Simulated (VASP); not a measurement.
**SiC: single point with PBE+D3(BJ)**

SiC:

```
CELL_PARAMETERS angstrom
0.00000 2.17438 2.17438
2.17438 0.00000 2.17438
2.17438 2.17438 0.00000
ATOMIC_POSITIONS crystal
Si 0.00000 0.00000 0.00000
C 0.25000 0.25000 0.25000
```

```
Program             : VASP 6.6.1
Task                : single point
Functional          : PBE
Dispersion          : D3(BJ)
Potentials or basis : VASP PAW PBE potentials, release 64 (Si, C)
Cutoff              : 600 eV
k mesh              : 10 × 10 × 10
Occupations         : gaussian, width 0.02 eV
Spin                : no spin polarisation
```

```
Pressure                   : -0.2 GPa
Band gap on the k mesh     : 1.35 eV (least direct gap 4.55 eV)
Dispersion energy per atom : -0.303 eV
```

Levels at points of the mesh, in eV from the valence-band top:
| k point | band 1 | band 2 | band 3 | band 4 | band 5 | band 6 | band 7 | band 8 |
| --- | --- | --- | --- | --- | --- | --- | --- | --- |
| (0.00, 0.00, 0.00) | -15.45 | 0.00 | 0.00 | 0.00 | 6.31 | 7.35 | 7.35 | 7.35 |
| (0.50, 0.00, 0.00) | -11.86 | -8.57 | -1.05 | -1.05 | 5.49 | 7.25 | 7.25 | 10.09 |
| (0.50, 0.50, 0.00) | -10.41 | -7.81 | -3.20 | -3.20 | 1.35 | 4.35 | 14.11 | 14.11 |

Run time: 13 s on 1 thread of Intel(R) Xeon(R) Platinum 8488C (Sapphire Rapids), on a shared host, peak memory 0.16 GiB.

A k mesh can miss the band edges.
